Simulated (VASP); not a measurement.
# InSb3 (I4/mmm) in VASP: notebook, part 2 of 2

VASP 6.6.1. Earlier steps stand in the parts before.

## Step 3: Single point, PBEsol+D3(BJ)

File INCAR:

```
PREC = Accurate
ENCUT = 520
EDIFF = 1E-6
ISMEAR = 0
SIGMA = 0.15
LREAL = F
LASPH = T
NELM = 100
ALGO = Normal
ISIF = 2
LWAVE = F
LCHARG = T
GGA = PS
IVDW = 12
LELF = T
LVHAR = T
NBANDS = 22
```

File KPOINTS:

```
regular mesh
0
Gamma
  12 12 12
```

File POSCAR:

```
InSb3
1.0
    0.0000000000      3.6029904843      3.7831400085
    3.6029904843      0.0000000000      3.7831400085
    3.6029904843      3.6029904843      0.0000000000
In Sb
1 3
Direct
    0.0000000000      0.0000000000      0.0000000000
    0.2500000000      0.2500000000      0.2500000000
    0.7500000000      0.7500000000      0.7500000000
    0.5000000000      0.5000000000      0.5000000000
```

Potentials or basis: VASP PAW PBE potentials, release 64 (In_d, Sb).

On the command line:

```
> cat potpaw_PBE.64/In_d/POTCAR potpaw_PBE.64/Sb/POTCAR > POTCAR
> mpirun -np 1 vasp_std > vasp.out
```

OUTCAR:

```text
PREC = Accurate
   ENCUT = 520
   EDIFF = 1E-6
   ISMEAR = 0
   LREAL = F
   LASPH = T
   NELM = 100
   ISIF = 2
   GGA = PS
   IVDW = 12
 IVDW          = 12

 ion  position               nearest neighbor table
   1  0.000  0.000  0.000-   3 3.17   3 3.17   2 3.17   3 3.17   2 3.17   2 3.17   3 3.17   2 3.17
                             4 3.60   4 3.60   4 3.60   4 3.60   4 3.78   4 3.78
   2  0.250  0.250  0.250-   1 3.17   1 3.17   1 3.17   4 3.17   4 3.17   4 3.17   1 3.17   4 3.17
                             3 3.60   3 3.60   3 3.60   3 3.60   3 3.78   3 3.78
   3  0.750  0.750  0.750-   4 3.17   4 3.17   1 3.17   4 3.17   1 3.17   1 3.17   4 3.17   1 3.17
                             2 3.60   2 3.60   2 3.60   2 3.60   2 3.78   2 3.78
   4  0.500  0.500  0.500-   2 3.17   2 3.17   2 3.17   3 3.17   3 3.17   3 3.17   2 3.17   3 3.17
                             1 3.60   1 3.60   1 3.60   1 3.60   1 3.78   1 3.78

  LATTYP: Found a body centered tetragonal cell.
 ALAT       =     5.0953980080
 C/A-ratio  =     1.4849242405

  Lattice vectors:

 A1 = (  -3.6029904843,   0.0000000000,   3.7831400085)
 A2 = (   3.6029904843,   0.0000000000,   3.7831400085)
 A3 = (   0.0000000000,   3.6029904843,  -3.7831400085)

Analysis of symmetry for initial positions (statically):
=====================================================================
 Subroutine PRICEL returns:
 Original cell was already a primitive cell.

 Routine SETGRP: Setting up the symmetry group for a
 body centered tetragonal supercell.

 Subroutine GETGRP returns: Found 16 space group operations
 (whereof 16 operations were pure point group operations)
 out of a pool of 16 trial point group operations.

The static configuration has the point symmetry D_4h.

Analysis of symmetry for dynamics (positions and initial velocities):
=====================================================================
 Subroutine PRICEL returns:
 Original cell was already a primitive cell.

 Routine SETGRP: Setting up the symmetry group for a
 body centered tetragonal supercell.

 Subroutine GETGRP returns: Found 16 space group operations
 (whereof 16 operations were pure point group operations)
 out of a pool of 16 trial point group operations.

The dynamic configuration has the point symmetry D_4h.

 Subroutine INISYM returns: Found 16 space group operations
 (whereof 16 operations are pure point group operations),
 and found     1 'primitive' translations

----------------------------------------------------------------------------------------

                                     Primitive cell

  volume of cell :      98.2220

  direct lattice vectors                    reciprocal lattice vectors
     0.000000000  3.602990484  3.783140009    -0.138773611  0.138773611  0.132165344
     3.602990484  0.000000000  3.783140009     0.138773611 -0.138773611  0.132165344
     3.602990484  3.602990484  0.000000000     0.138773611  0.138773611 -0.132165344

  length of vectors
     5.224336202  5.224336202  5.095398008     0.236609189  0.236609189  0.236609189

  position of ions in fractional coordinates (direct lattice)
     0.000000000  0.000000000  0.000000000
     0.250000000  0.250000000  0.250000000
     0.750000000  0.750000000  0.750000000
     0.500000000  0.500000000  0.500000000

  ion indices of the primitive-cell ions
   primitive index   ion index
                 1           1
                 2           2
                 3           3
                 4           4

----------------------------------------------------------------------------------------
[... 49 lines left out ...]
  0.500000  0.166667  0.000000      8.000000
 -0.416667  0.166667  0.000000      8.000000
 [... further k-points ...]
   k-points           NKPTS =    163   k-points in BZ     NKDIM =    163   number of bands    NBANDS=     22
   number of dos      NEDOS =    301   number of ions     NIONS =      4
   total plane-waves  NPLWV =  64000
   dimension x,y,z NGX =    40 NGY =   40 NGZ =   40
   dimension x,y,z NGXF=    80 NGYF=   80 NGZF=   80
   ions per type =               1   3
   NGX,Y,Z   is equivalent  to a cutoff of  12.73, 12.73, 13.05 a.u.
   NGXF,Y,Z  is equivalent  to a cutoff of  25.46, 25.46, 26.10 a.u.
 SYSTEM =  unknown system
   PREC   = accura    normal or accurate (medium, high low for compatibility)
   ISTART =      0    job   : 0-new  1-cont  2-samecut
   ICHARG =      2    charge: 1-file 2-atom 10-const
   ISPIN  =      1    spin polarized calculation?
   LNONCOLLINEAR =      F non collinear calculations
   LSORBIT =      F    spin-orbit coupling
   LASPH  =      T    aspherical Exc in radial PAW
   ENCUT  =  520.0 eV  38.22 Ry    6.18 a.u.   9.71  9.71  9.47*2*pi/ulx,y,z
   NELM   =    100;   NELMIN=  2; NELMDL= -5     # of ELM steps
   EDIFF  = 0.1E-05   stopping-criterion for ELM
   LREAL  =      F    real-space projection
   EDIFFG = 0.1E-04   stopping-criterion for IOM
   NSW    =      0    number of steps for IOM
   IBRION =     -1    ionic relax: 0-MD 1-quasi-New 2-CG
   NFREE  =      0    steps in history (QN), initial steepest desc. (CG)
   ISIF   =      2    stress and relaxation
   ISYM   =      2    0-nonsym 1-usesym 2-fastsym
   POTIM  = 0.5000    time-step for ionic-motion
   TEBEG  =    0.0;   TEEND  =   0.0 temperature during run
   PSTRESS=    0.0 pullay stress
   NELECT =      28.0000    total number of electrons
   NUPDOWN=      -1.0000    fix difference up-down
   EMIN   =  10.00;   EMAX   =-10.00  energy-range for DOS
   EFERMI =   0.00;   METHOD = LEGACY
   ISMEAR =     0;   SIGMA  =   0.15  broadening in eV -4-tet -1-fermi 0-gaus
   EFERMI_NEDOS =   21; number of points for ismear=-14 and -15
   IALGO  =     38    algorithm
   IMIX   =      4    mixing-type and parameters
     AMIX     =   0.40;   BMIX     =  1.00
     AMIX_MAG =   1.60;   BMIX_MAG =  1.00
  volume/ion in A,a.u.               =      24.56       165.71
  Fermi-wavevector in a.u.,A,eV,Ry     =   1.077436  2.036058 15.794559  1.160867
  Thomas-Fermi vector in A             =   2.213347
   LORBIT       =      0    0 simple, 1 ext, 2 COOP (PROOUT), +10 PAW based schemes
   GGA     = PS    functional components
   LHFCALC =     F    Hartree Fock is set to
   AEXX    =    0.0000 exact exchange contribution
   IVDW    =    12    specifies the selected vdW correction
   LEPSILON=     F    determine dielectric tensor
   LRPA    =     F    only Hartree local field effects (RPA)
 non-spin polarized calculation
 Gauss-broadening in eV      SIGMA  =   0.15
  energy-cutoff  :      520.00
  volume of cell :       98.22
 maximum number of plane-waves:      2687
   NGX = 19   NGY = 19   NGZ = 19

 number of electron      28.0000002 magnetization

 Free energy of the ion-electron system (eV)
  ---------------------------------------------------
  ext. energy  EPLUGINS =         0.00000000
  ---------------------------------------------------
  free energy    TOTEN  =       -16.08419382 eV

  energy without entropy =      -16.06219292  energy(sigma->0) =      -16.07319337

 E-fermi :   9.1654     XC(G=0): -10.7305

 val. band max:        9.1501171954   @ k =  -0.4167   0.0000   0.4167
 cond. band min:       9.1658937260   @ k =   0.3333   0.3333   0.0000
 fundamental gap:      0.0157765307
 Fermi energy:         9.1653971371

 k-point     1 :       0.0000    0.0000    0.0000
  band No.  band energies     occupation
      1      -5.3193      2.00000
      2      -5.3158      2.00000
      3      -5.3158      2.00000
      4      -5.2750      2.00000
      5      -5.2672      2.00000
      6      -3.8520      2.00000
[... 589 lines left out ...]
     21      14.9748      0.00000
     22      17.6528      0.00000

 [... further k-points ...]

------------------------ aborting loop because EDIFF is reached ----------------------------------------

 Edisp (eV)   -2.04499

 E8    (eV) :    -1.4209

  FORCE on cell =-STRESS in cart. coord.  units (eV):
  Direction    XX          YY          ZZ          XY          YZ          ZX
  --------------------------------------------------------------------------------------
  -------------------------------------------------------------------------------------
  Total       0.51492     0.51492    -0.35603     0.00000     0.00000     0.00000
  in kB       8.39921     8.39921    -5.80750     0.00000     0.00000     0.00000
  external pressure =        3.66 kB  Pullay stress =        0.00 kB

 VOLUME and BASIS-vectors are now :
 -----------------------------------------------------------------------------
  energy-cutoff  :      520.00
  volume of cell :       98.22
      direct lattice vectors                 reciprocal lattice vectors
     0.000000000  3.602990484  3.783140009    -0.138773611  0.138773611  0.132165344
     3.602990484  0.000000000  3.783140009     0.138773611 -0.138773611  0.132165344
     3.602990484  3.602990484  0.000000000     0.138773611  0.138773611 -0.132165344

 POSITION                                       TOTAL-FORCE (eV/Angst)
 -----------------------------------------------------------------------------------
      0.00000      0.00000      0.00000        -0.000000      0.000000      0.000000
      1.80150      1.80150      1.89157         0.000000      0.000000     -0.000000
      5.40449      5.40449      5.67471        -0.000000     -0.000000      0.000000
      3.60299      3.60299      3.78314        -0.000000      0.000000      0.000000
 -----------------------------------------------------------------------------------
    total drift:                               -0.000000      0.000000      0.000000

  FREE ENERGIE OF THE ION-ELECTRON SYSTEM (eV)
  ---------------------------------------------------
  free  energy   TOTEN  =       -18.1291832652 eV

  energy  without entropy=      -18.1071823708  energy(sigma->0) =      -18.11818282
```

It took 1.9 min on 1 thread of Intel Xeon 6975P-C (Granite Rapids), shared host; peak memory 0.49 GiB.

What came out:

| Quantity | Value |
| --- | --- |
| Free energy | -18.1292 eV |
| Pressure | 0.4 GPa |
| Band gap on the k mesh | zero (band 14 reaches 10.86 eV, above the bottom of band 15 at 7.23 eV) |
| Dispersion energy per atom | -0.511 eV |

Stress tensor (GPa, compression positive):
```
 0.84  0.00  0.00
 0.00  0.84  0.00
 0.00  0.00 -0.58
```

Caveat: the PAW data sets were made with another functional, which shifts forces and pressure a little; spin-orbit coupling is left out, which moves the levels of the heavy elements; pairwise dispersion overbinds metals, which lowers pressure and volume.
